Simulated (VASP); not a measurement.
# InSb in VASP: notebook, part 3 of 3

VASP 6.6.1. Earlier steps stand in the parts before.

## (4) Electric field gradients, PBE (equal xx and yy strain of -3 %)

The input, INCAR:

```
ALGO = Normal
EDIFF = 1E-8
ENCUT = 400
GGA = PE
GGA_COMPAT = False
ISIF = 2
ISMEAR = -1
LASPH = True
LCHARG = False
LEFG = True
LREAL = False
LWAVE = False
NBANDS = 16
NELM = 120
PREC = Accurate
SIGMA = 0.03
```

The input, KPOINTS:

```
k-points
0
Gamma
  10 10 10
```

The input, POSCAR:

```
InSb
1.0
    0.0000000000      3.1419270000      3.2391000000
    3.1419270000      0.0000000000      3.2391000000
    3.1419270000      3.1419270000      0.0000000000
In Sb
1 1
Direct
    0.0000000000      0.0000000000      0.0000000000
    0.7500000000      0.7500000000      0.7500000000
```

Potentials or basis: VASP PAW PBE potentials, release 64 (In_d, Sb).

Command:

```console
> cat potpaw_PBE.64/In_d/POTCAR potpaw_PBE.64/Sb/POTCAR > POTCAR
> mpirun -np 1 vasp_std > vasp.out
```

OUTCAR:

```text
EDIFF = 1E-8
   ENCUT = 400
   GGA = PE
   ISIF = 2
   ISMEAR = -1
   LASPH = True
   LREAL = False
   NELM = 120
   PREC = Accurate

 ion  position               nearest neighbor table
   1  0.000  0.000  0.000-   2 2.75   2 2.75   2 2.75   2 2.75
   2  0.750  0.750  0.750-   1 2.75   1 2.75   1 2.75   1 2.75

  LATTYP: Found a body centered tetragonal cell.
 ALAT       =     4.4433557754
 C/A-ratio  =     1.4579521262

  Lattice vectors:

 A1 = (  -3.1419270000,   0.0000000000,   3.2391000000)
 A2 = (   3.1419270000,   0.0000000000,   3.2391000000)
 A3 = (   0.0000000000,   3.1419270000,  -3.2391000000)

Analysis of symmetry for initial positions (statically):
=====================================================================
 Subroutine PRICEL returns:
 Original cell was already a primitive cell.

 Routine SETGRP: Setting up the symmetry group for a
 body centered tetragonal supercell.

 Subroutine GETGRP returns: Found  8 space group operations
 (whereof  8 operations were pure point group operations)
 out of a pool of 16 trial point group operations.

The static configuration has the point symmetry D_2d.

Analysis of symmetry for dynamics (positions and initial velocities):
=====================================================================
 Subroutine PRICEL returns:
 Original cell was already a primitive cell.

 Routine SETGRP: Setting up the symmetry group for a
 body centered tetragonal supercell.

 Subroutine GETGRP returns: Found  8 space group operations
 (whereof  8 operations were pure point group operations)
 out of a pool of 16 trial point group operations.

The dynamic configuration has the point symmetry D_2d.

 Subroutine INISYM returns: Found  8 space group operations
 (whereof  8 operations are pure point group operations),
 and found     1 'primitive' translations

----------------------------------------------------------------------------------------

                                     Primitive cell

  volume of cell :      63.9509

  direct lattice vectors                    reciprocal lattice vectors
     0.000000000  3.141927000  3.239100000    -0.159138007  0.159138007  0.154363867
     3.141927000  0.000000000  3.239100000     0.159138007 -0.159138007  0.154363867
     3.141927000  3.141927000  0.000000000     0.159138007  0.159138007 -0.154363867

  length of vectors
     4.512590618  4.512590618  4.443355775     0.272906602  0.272906602  0.272906602

  position of ions in fractional coordinates (direct lattice)
     0.000000000  0.000000000  0.000000000
     0.750000000  0.750000000  0.750000000

  ion indices of the primitive-cell ions
   primitive index   ion index
                 1           1
                 2           2

----------------------------------------------------------------------------------------

 KPOINTS: k-points

Automatic generation of k-mesh.
 Grid dimensions read from file:
 generate k-points for:   10   10   10

 Generating k-lattice:

[... 64 lines left out ...]
   NSW    =      0    number of steps for IOM
   IBRION =     -1    ionic relax: 0-MD 1-quasi-New 2-CG
   NFREE  =      0    steps in history (QN), initial steepest desc. (CG)
   ISIF   =      2    stress and relaxation
   ISYM   =      2    0-nonsym 1-usesym 2-fastsym
   POTIM  = 0.5000    time-step for ionic-motion
   TEBEG  =    0.0;   TEEND  =   0.0 temperature during run
   PSTRESS=    0.0 pullay stress
   NELECT =      18.0000    total number of electrons
   NUPDOWN=      -1.0000    fix difference up-down
   EMIN   =  10.00;   EMAX   =-10.00  energy-range for DOS
   EFERMI =   0.00;   METHOD = LEGACY
   ISMEAR =    -1;   SIGMA  =   0.03  broadening in eV -4-tet -1-fermi 0-gaus
   EFERMI_NEDOS =   21; number of points for ismear=-14 and -15
   IALGO  =     38    algorithm
   IMIX   =      4    mixing-type and parameters
     AMIX     =   0.40;   BMIX     =  1.00
     AMIX_MAG =   1.60;   BMIX_MAG =  1.00
  volume/ion in A,a.u.               =      31.98       215.78
  Fermi-wavevector in a.u.,A,eV,Ry     =   1.072878  2.027445 15.661207  1.151066
  Thomas-Fermi vector in A             =   2.208661
   LORBIT       =      0    0 simple, 1 ext, 2 COOP (PROOUT), +10 PAW based schemes
   GGA     = PE    functional components
   LHFCALC =     F    Hartree Fock is set to
   AEXX    =    0.0000 exact exchange contribution
   IVDW    =     0    specifies the selected vdW correction
   LEPSILON=     F    determine dielectric tensor
   LRPA    =     F    only Hartree local field effects (RPA)
 non-spin polarized calculation
  energy-cutoff  :      400.00
  volume of cell :       63.95
 maximum number of plane-waves:      1179
 NGX is ok and might be reduce to    30
   NGX = 15   NGY = 15   NGZ = 15

 number of electron      17.9999988 magnetization

 Free energy of the ion-electron system (eV)
  ---------------------------------------------------
  ext. energy  EPLUGINS =         0.00000000
  ---------------------------------------------------
  free energy    TOTEN  =        -6.78131938 eV

  energy without entropy =       -6.78124646  energy(sigma->0) =       -6.78128292

 E-fermi :   5.9029     XC(G=0):  -8.9524

 val. band max:        5.8361237968   @ k =   0.0000   0.0000   0.0000
 cond. band min:       5.9439399592   @ k =   0.0000   0.0000   0.0000
 fundamental gap:      0.1078161624
 Fermi energy:         5.9029483865

 k-point     1 :       0.0000    0.0000    0.0000
  band No.  band energies     occupation
      1      -8.9786      2.00000
      2      -8.9723      2.00000
      3      -8.9723      2.00000
      4      -8.8721      2.00000
      5      -8.8697      2.00000
      6      -5.3453      2.00000
[... 433 lines left out ...]
      3      -8.9307      2.00000
      4      -8.8850      2.00000
      5      -8.8656      2.00000
      6      -3.8771      2.00000
[... 8 lines left out ...]
     15      15.6291      0.00000
     16      16.0102      0.00000

 [... further k-points ...]
[... 5 lines left out ...]
  --------------------------------------------------------------------------------------
  -------------------------------------------------------------------------------------
  Total        2.7632113      2.7632113      2.4436222      0.0000000      0.0000000      0.0000000
  in kB       69.2274196     69.2274196     61.2206749      0.0000000      0.0000000      0.0000000
  external PRESSURE =      66.5585047 kB  Pullay stress =       0.0000000 kB

 VOLUME and BASIS-vectors are now :
 -----------------------------------------------------------------------------
  energy-cutoff  :      400.00
  volume of cell :       63.95
      direct lattice vectors                 reciprocal lattice vectors
     0.000000000  3.141927000  3.239100000    -0.159138007  0.159138007  0.154363867
     3.141927000  0.000000000  3.239100000     0.159138007 -0.159138007  0.154363867
     3.141927000  3.141927000  0.000000000     0.159138007  0.159138007 -0.154363867

 POSITION                                       TOTAL-FORCE (eV/Angst)
 -----------------------------------------------------------------------------------
      0.00000      0.00000      0.00000        -0.000000     -0.000000     -0.000000
      4.71289      4.71289      4.85865         0.000000      0.000000      0.000000
 -----------------------------------------------------------------------------------
    total drift:                               -0.000001     -0.000001      0.000000

  FREE ENERGIE OF THE ION-ELECTRON SYSTEM (eV)
  ---------------------------------------------------
  free  energy   TOTEN  =        -6.7813193844 eV

  energy  without entropy=       -6.7812464576  energy(sigma->0) =       -6.78128292

 Electric field gradients (V/A^2)
---------------------------------------------------------------------
 ion       V_xx      V_yy      V_zz      V_xy      V_xz      V_yz
---------------------------------------------------------------------
   1       4.006     4.006    -8.012     0.004     0.001     0.001
   2      -4.854    -4.854     9.709     0.000     0.000     0.000
---------------------------------------------------------------------

 Electric field gradients after diagonalization (V/A^2)
 (convention: |V_zz| > |V_xx| > |V_yy|)
----------------------------------------------------------------------
 ion       V_xx      V_yy      V_zz     asymmetry (V_yy - V_xx)/ V_zz
----------------------------------------------------------------------
   1       4.010     4.003    -8.012       0.001
   2      -4.855    -4.854     9.709       0.000
----------------------------------------------------------------------

           NMR quadrupolar parameters

 Cq : quadrupolar parameter    Cq=e*Q*V_zz/h
 eta: asymmetry parameters     (V_yy - V_xx)/ V_zz
 Q  : nuclear electric quadrupole moment in mb (millibarn)
----------------------------------------------------------------------
 ion       Cq(MHz)       eta       Q (mb)
----------------------------------------------------------------------
   1      -0.019       0.001       1.000
   2       0.023       0.000       1.000
----------------------------------------------------------------------
```

OSZICAR:

```text
N       E                     dE             d eps       ncg     rms          rms(c)
DAV:   1     0.105439334682E+03    0.10544E+03   -0.68699E+03  3272   0.949E+02
DAV:   2    -0.448539588637E+00   -0.10589E+03   -0.10264E+03  3712   0.256E+02
DAV:   3    -0.673047458794E+01   -0.62819E+01   -0.62658E+01  4176   0.675E+01
DAV:   4    -0.689610273639E+01   -0.16563E+00   -0.16560E+00  4128   0.127E+01
DAV:   5    -0.690567880165E+01   -0.95761E-02   -0.95760E-02  4888   0.248E+00    0.462E+00
DAV:   6    -0.679774670670E+01    0.10793E+00   -0.15543E-01  4704   0.633E+00    0.268E+00
DAV:   7    -0.677981252397E+01    0.17934E-01   -0.78697E-02  4432   0.274E+00    0.666E-01
DAV:   8    -0.678062133129E+01   -0.80881E-03   -0.85155E-03  4344   0.111E+00    0.305E-01
DAV:   9    -0.678124681806E+01   -0.62549E-03   -0.10049E-03  4016   0.269E-01    0.793E-02
DAV:  10    -0.678127970383E+01   -0.32886E-04   -0.47618E-05  4528   0.465E-02    0.415E-02
DAV:  11    -0.678131790576E+01   -0.38202E-04   -0.66993E-05  3792   0.538E-02    0.242E-02
DAV:  12    -0.678131936421E+01   -0.14585E-05   -0.12762E-06  4224   0.771E-03    0.604E-03
DAV:  13    -0.678131934527E+01    0.18943E-07   -0.12331E-06  3920   0.713E-03    0.310E-03
DAV:  14    -0.678131929775E+01    0.47519E-07   -0.32000E-08  4600   0.105E-03    0.877E-04
DAV:  15    -0.678131932124E+01   -0.23491E-07   -0.59604E-09  3208   0.553E-04    0.519E-04
DAV:  16    -0.678131937887E+01   -0.57635E-07   -0.13078E-09  2432   0.310E-04    0.152E-04
DAV:  17    -0.678131938440E+01   -0.55236E-08   -0.24212E-10  2136   0.163E-04
   1 F= -.67813194E+01 E0= -.67812829E+01  d E =-.729268E-04
```

stdout:

```text
POSCAR found type information on POSCAR InSb
 POSCAR found :  2 types and       2 ions
 scaLAPACK will be used
 LDA part: xc-table for (Slater+PW92), standard interpolation
 POSCAR, INCAR and KPOINTS ok, starting setup
 FFT: planning ... GRIDC
 FFT: planning ... GRID_SOFT
 FFT: planning ... GRID
 WAVECAR not read
 entering main loop
ion   1

ion   2
```

Wall time 1.7 min (1 thread of Intel Xeon 8259CL, shared host); peak memory 0.22 GiB.

Results:

| Property | Result |
| --- | --- |
| Free energy | -6.7813 eV |
| Pressure | 6.7 GPa |
| Band gap on the k mesh | 0.11 eV, direct |

Stress tensor (GPa, compression positive):
```
6.92 0.00 0.00
0.00 6.92 0.00
0.00 0.00 6.12
```

Electric field gradients, principal values (V/Å²):
```tsv
atom	least	middle	greatest (by size)
1 In	4.003	4.010	-8.012
2 Sb	-4.854	-4.855	9.709
```

Caveat: the cell differs from its parent crystal (equal xx and yy strain of -3 %); without QUAD_EFG the Cq values of the log hold for a quadrupole moment of 1 mb, not for the nuclei; spin-orbit coupling is left out, which moves the levels of the heavy elements. A k mesh can miss the band edges.

## (5) Summary

```csv
cell,cutoff (eV),gap on the mesh (eV),pressure (GPa)
"a = 4.604, b = 4.604, c = 4.627 Å, angles 59.8, 59.8, 60.3°, 2 atoms",520,0.05,2.1
"a = 4.671 Å, angles 60.0°, 2 atoms",520,none,0.5
"a = 4.513, b = 4.513, c = 4.443 Å, angles 60.5, 60.5, 59.0°, 2 atoms",400,0.11,6.7
```

Alike in all rows: task electric field gradients; level PBE; potentials or basis VASP PAW PBE potentials, release 64 (In_d, Sb); no spin polarisation; k mesh 10 × 10 × 10; smearing fermi-dirac 0.03 eV.

Caveats: spin-orbit coupling is left out, which moves the levels of the heavy elements.

Total energies depend on the potentials used, so only differences within one code and one set of settings carry meaning.

## (6) Against experiment

Step 3. A measured gap of InSb is 0.24 eV (quoted in “Electronic Structure and Epitaxy of CdTe Shells on InSb Nanowires”, 2021, arxiv:2111.05126); the calculated 0.00 eV misses it by -0.24 eV. Spin-orbit coupling on In, Sb is left out. The value is that of PBE on a finite k mesh, which can miss the band edges, without temperature or zero-point motion. Semilocal functionals fall short of measured gaps as a rule.
